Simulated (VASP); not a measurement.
# TiC18 in VASP: single point with PBE

Aim: the single point of TiC18 with PBE.

All numbers are computed with VASP 6.6.1; they aren't measurements. Logs are shortened: lines on timing, memory, paths and dates and some standing lists are left out, and cuts for length are marked.

### Step 1. The cell of the first run

The cell holds a slab with vacuum, 19 atoms: a = 7.398 Å, b = 7.398 Å, c = 11.000 Å, α = 90.00°, β = 90.00°, γ = 120.00°.

### Step 2. Single point, PBE, collinear spin

Contents of INCAR:

```
SYSTEM = TiC18
  PREC = Accurate
  ENCUT = 520
  EDIFF = 1E-6
  ISMEAR = -1
  SIGMA = 0.05
  LREAL = Auto
  LASPH = .TRUE.
  NELM = 150
  ALGO = Normal
  ISIF = 2
  LWAVE = .FALSE.
  LCHARG = .FALSE.
  ISPIN = 2
  MAGMOM = 0 0 0 0 0 0 0 0 0 0 0 0 0 0 0 0 0 0 1.52
  LORBIT = 11
  LMAXMIX = 4
  GGA = PE
  NBANDS = 61
```

Contents of KPOINTS:

```
regular mesh
0
G
  2 2 1
  0 0 0
```

Contents of POSCAR:

```
TiC18
1.0
    7.3980000000      0.0000000000      0.0000000000
   -3.6990000000      6.4068560000      0.0000000000
    0.0000000000      0.0000000000     11.0000000000
C Ti
18 1
Direct
   -0.0007139332     -0.0002475473      0.0906496364
    0.2217687363      0.1115077348      0.0808996364
   -0.0001798787      0.3334555982      0.0924545455
    0.2218615437      0.4447612058      0.0931887273
   -0.0009595823      0.6661221978      0.0911026364
    0.2218141807      0.7772206836      0.0906539091
    0.3335719996     -0.0002953087      0.0809218182
    0.5560556056      0.1114618465      0.0906538182
    0.3335234769      0.3339901818      0.0906496364
    0.5562998291      0.4450889797      0.0911056364
    0.3334754283      0.6664515325      0.0931916364
    0.5555180882      0.7777574523      0.0924576364
    0.6668244318     -0.0001994738      0.0931914545
    0.8885145790      0.1114143973      0.0931889091
    0.6671535715      0.3342352318      0.0911033636
    0.8888474199      0.4444282812      0.0923583636
    0.6664909819      0.6667846132      0.0923581818
    0.8881867324      0.7769757897      0.0911049091
    0.2775588769      1.0556752017      0.2751293636
```

Potentials or basis: VASP PAW PBE potentials, release 64 (C, Ti_sv).

Run with:

```
$ cat potpaw_PBE.64/C/POTCAR potpaw_PBE.64/Ti_sv/POTCAR > POTCAR
$ mpirun -np 1 vasp_std > vasp.out
```

OUTCAR:

```text
SYSTEM = TiC18
   PREC = Accurate
   ENCUT = 520
   EDIFF = 1E-6
   ISMEAR = -1
   LREAL = Auto
   LASPH = .TRUE.
   NELM = 150
   ISIF = 2
   ISPIN = 2
   LORBIT = 11
   GGA = PE

 ion  position               nearest neighbor table
   1  0.999  1.000  0.091-  14 1.43  18 1.43   2 1.43
   2  0.222  0.112  0.081-   9 1.43   1 1.43   7 1.43  19 2.25
   3  1.000  0.333  0.092-  16 1.42  14 1.42   4 1.42
   4  0.222  0.445  0.093-  11 1.42   3 1.42   9 1.43
   5  0.999  0.666  0.091-  16 1.42  18 1.42   6 1.43
   6  0.222  0.777  0.091-  11 1.43   5 1.43   7 1.43
   7  0.334  1.000  0.081-   8 1.43   6 1.43   2 1.43  19 2.25
   8  0.556  0.111  0.091-  13 1.43  15 1.43   7 1.43
   9  0.334  0.334  0.091-   4 1.43  10 1.43   2 1.43
  10  0.556  0.445  0.091-  17 1.42  15 1.42   9 1.43
  11  0.333  0.666  0.093-   4 1.42  12 1.42   6 1.43
  12  0.556  0.778  0.092-  17 1.42  11 1.42  13 1.42
  13  0.667  1.000  0.093-  14 1.42  12 1.42   8 1.43
  14  0.889  0.111  0.093-  13 1.42   3 1.42   1 1.43
  15  0.667  0.334  0.091-  16 1.42  10 1.42   8 1.43
  16  0.889  0.444  0.092-  15 1.42   5 1.42   3 1.42
  17  0.666  0.667  0.092-  10 1.42  18 1.42  12 1.42
  18  0.888  0.777  0.091-   5 1.42  17 1.42   1 1.43
  19  0.278  0.056  0.275-   2 2.25   7 2.25

  LATTYP: Found a hexagonal cell.
 ALAT       =     7.3980000000
 C/A-ratio  =     1.4868883482

  Lattice vectors:

 A1 = (   7.3980000000,   0.0000000000,   0.0000000000)
 A2 = (  -3.6990000000,   6.4068560000,   0.0000000000)
 A3 = (   0.0000000000,   0.0000000000,  11.0000000000)

Analysis of symmetry for initial positions (statically):
=====================================================================
 Subroutine PRICEL returns:
 Original cell was already a primitive cell.

 Routine SETGRP: Setting up the symmetry group for a
 hexagonal supercell.

 Subroutine GETGRP returns: Found  1 space group operations
 (whereof  1 operations were pure point group operations)
 out of a pool of 24 trial point group operations.

The static configuration has the point symmetry C_1 .

Analysis of symmetry for dynamics (positions and initial velocities):
=====================================================================
 Subroutine PRICEL returns:
 Original cell was already a primitive cell.

 Routine SETGRP: Setting up the symmetry group for a
 hexagonal supercell.

 Subroutine GETGRP returns: Found  1 space group operations
 (whereof  1 operations were pure point group operations)
 out of a pool of 24 trial point group operations.

The dynamic configuration has the point symmetry C_1 .

Analysis of structural, dynamic, and magnetic symmetry:
=====================================================================
 Subroutine PRICEL returns:
 Original cell was already a primitive cell.

 Routine SETGRP: Setting up the symmetry group for a
 hexagonal supercell.

 Subroutine GETGRP returns: Found  1 space group operations
 (whereof  1 operations were pure point group operations)
 out of a pool of 24 trial point group operations.

The overall configuration has the point symmetry C_1 .

 Subroutine INISYM returns: Found  1 space group operations
 (whereof  1 operations are pure point group operations),
 and found     1 'primitive' translations

----------------------------------------------------------------------------------------

                                     Primitive cell

  volume of cell :     521.3771

  direct lattice vectors                    reciprocal lattice vectors
     7.398000000  0.000000000  0.000000000     0.135171668  0.078041398  0.000000000
    -3.699000000  6.406856000  0.000000000     0.000000000  0.156082796  0.000000000
     0.000000000  0.000000000 11.000000000     0.000000000  0.000000000  0.090909091

  length of vectors
     7.398000000  7.398000054 11.000000000     0.156082797  0.156082796  0.090909091

  position of ions in fractional coordinates (direct lattice)
     0.999286067  0.999752453  0.090649636
     0.221768736  0.111507735  0.080899636
     0.999820121  0.333455598  0.092454545
     0.221861544  0.444761206  0.093188727
     0.999040418  0.666122198  0.091102636
     0.221814181  0.777220684  0.090653909
[... 11 lines left out ...]
     0.888186732  0.776975790  0.091104909
[... 59 lines left out ...]
   dimension x,y,z NGX =    56 NGY =   56 NGZ =   84
   dimension x,y,z NGXF=   112 NGYF=  112 NGZF=  168
   ions per type =              18   1
   NGX,Y,Z   is equivalent  to a cutoff of  12.58, 12.58, 12.70 a.u.
   NGXF,Y,Z  is equivalent  to a cutoff of  25.17, 25.17, 25.39 a.u.
 SYSTEM =  TiC18
   PREC   = accura    normal or accurate (medium, high low for compatibility)
   ISTART =      0    job   : 0-new  1-cont  2-samecut
   ICHARG =      2    charge: 1-file 2-atom 10-const
   ISPIN  =      2    spin polarized calculation?
   LNONCOLLINEAR =      F non collinear calculations
   LSORBIT =      F    spin-orbit coupling
   LASPH  =      T    aspherical Exc in radial PAW
   ENCUT  =  520.0 eV  38.22 Ry    6.18 a.u.  13.76 13.76 20.45*2*pi/ulx,y,z
   NELM   =    150;   NELMIN=  2; NELMDL= -5     # of ELM steps
   EDIFF  = 0.1E-05   stopping-criterion for ELM
   LREAL  =      T    real-space projection
   EDIFFG = 0.1E-04   stopping-criterion for IOM
   NSW    =      0    number of steps for IOM
   IBRION =     -1    ionic relax: 0-MD 1-quasi-New 2-CG
   NFREE  =      0    steps in history (QN), initial steepest desc. (CG)
   ISIF   =      2    stress and relaxation
   ISYM   =      2    0-nonsym 1-usesym 2-fastsym
   POTIM  = 0.5000    time-step for ionic-motion
   TEBEG  =    0.0;   TEEND  =   0.0 temperature during run
   PSTRESS=    0.0 pullay stress
   NELECT =      84.0000    total number of electrons
   NUPDOWN=      -1.0000    fix difference up-down
   EMIN   =  10.00;   EMAX   =-10.00  energy-range for DOS
   EFERMI =   0.00;   METHOD = LEGACY
   ISMEAR =    -1;   SIGMA  =   0.05  broadening in eV -4-tet -1-fermi 0-gaus
   EFERMI_NEDOS =   21; number of points for ismear=-14 and -15
   IALGO  =     38    algorithm
   IMIX   =      4    mixing-type and parameters
     AMIX     =   0.40;   BMIX     =  1.00
     AMIX_MAG =   1.60;   BMIX_MAG =  1.00
  volume/ion in A,a.u.               =      27.44       185.18
  Fermi-wavevector in a.u.,A,eV,Ry     =   0.890808  1.683382 10.796743  0.793538
  Thomas-Fermi vector in A             =   2.012546
   LORBIT       =     11    0 simple, 1 ext, 2 COOP (PROOUT), +10 PAW based schemes
   GGA     = PE    functional components
   LHFCALC =     F    Hartree Fock is set to
   AEXX    =    0.0000 exact exchange contribution
   IVDW    =     0    specifies the selected vdW correction
   LEPSILON=     F    determine dielectric tensor
   LRPA    =     F    only Hartree local field effects (RPA)
 spin polarized calculation
  energy-cutoff  :      520.00
  volume of cell :      521.38
 maximum number of plane-waves:     14099
 NGX is ok and might be reduce to    56
   NGX = 27   NGY = 27   NGZ = 41

 number of electron      84.0000005 magnetization       3.0000350

 Free energy of the ion-electron system (eV)
  ---------------------------------------------------
  ext. energy  EPLUGINS =         0.00000000
  ---------------------------------------------------
  free energy    TOTEN  =      -169.80039829 eV

  energy without entropy =     -169.77266378  energy(sigma->0) =     -169.78653104

 E-fermi :  -0.4245     XC(G=0):  -4.5113

 val. band max:       -0.4355372227   @ k =   0.0000   0.0000   0.0000
 cond. band min:      -0.3706139544   @ k =   0.5000  -0.0000   0.0000
 fundamental gap:      0.0649232683
 Fermi energy:        -0.4244989196

 spin component 1

 k-point     1 :       0.0000    0.0000    0.0000
  band No.  band energies     occupation
      1     -58.2279      1.00000
      2     -34.6281      1.00000
      3     -34.5894      1.00000
      4     -34.5161      1.00000
      5     -20.3999      1.00000
      6     -18.0191      1.00000
[... 217 lines left out ...]
     53       2.9420      0.00000
     54       3.4131      0.00000
 Fermi energy:        -0.4244989196

 spin component 2

 k-point     1 :       0.0000    0.0000    0.0000
  band No.  band energies     occupation
      1     -56.4974      1.00000
      2     -32.9226      1.00000
      3     -32.8898      1.00000
      4     -32.7110      1.00000
      5     -20.3888      1.00000
      6     -17.9991      1.00000
[... 217 lines left out ...]
     53       3.7508      0.00000
     54       3.9551      0.00000
 [bands above 54 left out]

------------------------ aborting loop because EDIFF is reached ----------------------------------------

  FORCE on cell =-STRESS in cart. coord.  units (eV):
  Direction    XX          YY          ZZ          XY          YZ          ZX
  --------------------------------------------------------------------------------------
  -------------------------------------------------------------------------------------
  Total        3.8993167      4.3768616     -0.1046096      0.4002234      0.0021725      0.0021740
  in kB       11.9824912     13.4499733     -0.3214622      1.2298753      0.0066761      0.0066806
  external PRESSURE =       8.3703341 kB  Pullay stress =       0.0000000 kB

 VOLUME and BASIS-vectors are now :
 -----------------------------------------------------------------------------
  energy-cutoff  :      520.00
  volume of cell :      521.38
      direct lattice vectors                 reciprocal lattice vectors
     7.398000000  0.000000000  0.000000000     0.135171668  0.078041398  0.000000000
    -3.699000000  6.406856000  0.000000000     0.000000000  0.156082796  0.000000000
     0.000000000  0.000000000 11.000000000     0.000000000  0.000000000  0.090909091

 POSITION                                       TOTAL-FORCE (eV/Angst)
 -----------------------------------------------------------------------------------
      3.69463      6.40527      0.99715        -0.020532     -0.024111      0.002121
      1.22818      0.71441      0.88990        -0.012882      0.005762     -0.008471
      6.16322      2.13640      1.01700        -0.005188      0.002167      0.003888
     -0.00384      2.84952      1.02508        -0.003394      0.017664      0.005291
      4.92692      4.26775      1.00213         0.001829     -0.008630     -0.007580
     -1.23396      4.97954      0.99719        -0.005121     -0.033475      0.005647
[... 11 lines left out ...]
      3.69677      4.97797      1.00215        -0.007397     -0.006362     -0.007272
      1.84744      0.35670      3.02642        -0.001340     -0.004260      0.016795
 -----------------------------------------------------------------------------------
    total drift:                                0.004192      0.000177     -0.028950

  FREE ENERGIE OF THE ION-ELECTRON SYSTEM (eV)
  ---------------------------------------------------
  free  energy   TOTEN  =      -169.8003982885 eV

  energy  without entropy=     -169.7726637821  energy(sigma->0) =     -169.78653104

 total charge

# of ion       s       p       d       tot
------------------------------------------
    1        0.859   1.785   0.000   2.645
    2        0.859   1.807   0.000   2.666
    3        0.862   1.790   0.000   2.652
    4        0.861   1.794   0.000   2.655
    5        0.862   1.792   0.000   2.654
    6        0.859   1.785   0.000   2.645
[... 11 lines left out ...]
   18        0.862   1.792   0.000   2.654
   19        2.164   5.983   2.064  10.212
--------------------------------------------------
tot         17.658  38.255   2.064  57.977

 magnetization (x)

# of ion       s       p       d       tot
------------------------------------------
    1        0.000  -0.004   0.000  -0.004
    2       -0.000  -0.001   0.000  -0.001
    3        0.000   0.006   0.000   0.007
    4        0.000   0.002   0.000   0.002
    5        0.001   0.005   0.000   0.006
    6        0.000  -0.004   0.000  -0.004
[... 11 lines left out ...]
   18        0.001   0.005   0.000   0.006
   19        0.125   0.014   1.738   1.877
--------------------------------------------------
tot          0.130   0.027   1.738   1.896
```

It took 9.4 min on 1 thread of Intel Xeon 6975P-C (Granite Rapids), shared host; peak memory 0.82 GiB.

Results:

```yaml
Free_energy: -169.8004 eV
Largest_force: 0.038 eV/Å
Net_moment: 3.00 μB per cell
Site_moments: C -0.00, +0.01, +0.00 (each value once); Ti +1.88 μB
Valence_electrons_inside_the_program's_atomic_spheres: C 2.65, 2.67, 2.66 (each value once); Ti 10.21
```

Forces on the atoms (eV/Å):
```
C   -0.021 -0.024  0.002
C   -0.013  0.006 -0.008
C   -0.005  0.002  0.004
C   -0.003  0.018  0.005
C    0.002 -0.009 -0.008
C   -0.005 -0.033  0.006
C    0.009 -0.010 -0.010
C    0.022  0.023  0.010
C    0.013  0.035  0.010
C   -0.001  0.015 -0.012
C    0.006 -0.010  0.009
C    0.000 -0.010  0.001
C    0.009 -0.003  0.010
C   -0.008 -0.002  0.009
C    0.007  0.008 -0.010
C   -0.012  0.006 -0.017
C    0.009 -0.001 -0.011
C   -0.007 -0.006 -0.007
Ti  -0.001 -0.004  0.017
```

Caveat: the k points lie up to 0.49 Å⁻¹ apart.
